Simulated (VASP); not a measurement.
Set up this calculation in VASP 6.6.1, as the native input.

```yaml
Task: single point
Functional: PBE
Potentials_or_basis: VASP PAW PBE potentials, release 64 (Ca_sv)
Cutoff: 520 eV
k_mesh: 2 × 2 × 2, shifted
Occupations: fermi-dirac, width 0.1034 eV
Spin: no spin polarisation
Dipole_correction: no
Further_INCAR_settings: LREAL = Auto; ALGO = Normal; EDIFF = 1e-06; NBANDS = 94
```

The structure of Ca lies in POSCAR:

```
Ca
1.0
    8.3859498400      0.0000000000     -4.8907049200
   -8.3859498400      0.0000000000     -4.8907049200
    0.0000000000      8.4069272400      4.8907049200
Ca
16
Direct
    0.0000000000      0.5000000000      1.0000000000
    0.2500000000      0.2500000000      0.0000000000
    0.5000000000      0.0000000000      0.0000000000
    0.7500000000      0.5000000000      0.2500000000
    0.0000000000      0.2500000000      0.2500000000
    0.5000000000      0.5000000000      0.5000000000
    0.7500000000      0.7500000000      1.0000000000
    0.2500000000      0.0000000000      0.2500000000
    0.5000000000      0.7500000000      0.2500000000
    0.7500000000      0.2500000000      0.5000000000
    0.2500000000      0.5000000000      0.7500000000
    0.0000000000      0.0000000000      0.5000000000
    0.5000000000      0.2500000000      0.7500000000
    0.2500000000      0.7500000000      0.5000000000
    0.7500000000      1.0000000000      0.7500000000
    0.0000000000      0.7500000000      0.7500000000
```

One way to write it, as run:

INCAR

```
PREC = Accurate
ENCUT = 520
EDIFF = 1E-6
ISMEAR = -1
SIGMA = 0.1034
LREAL = Auto
LASPH = True
NELM = 100
ALGO = Normal
ISIF = 2
LWAVE = False
LCHARG = True
GGA = PE
LELF = True
LVHAR = True
NBANDS = 94
```

KPOINTS

```
Automatic mesh
0
Gamma
  2 2 2
  0.5 0.5 0.5
```

Potentials or basis: VASP PAW PBE potentials, release 64 (Ca_sv).

The run is started by

```sh
$ cat potpaw_PBE.64/Ca_sv/POTCAR > POTCAR
$ mpirun -np 1 vasp_std > vasp.out
```

Results of the run:

- Pressure: -0.5 GPa

Caveat: the k points lie up to 0.42 Å⁻¹ apart.

Wall time 9.6 min on 1 thread of Intel(R) Xeon(R) Platinum 8259CL CPU @ 2.50GHz (Skylake/Cascade Lake), on a shared host, peak memory 0.75 GiB.
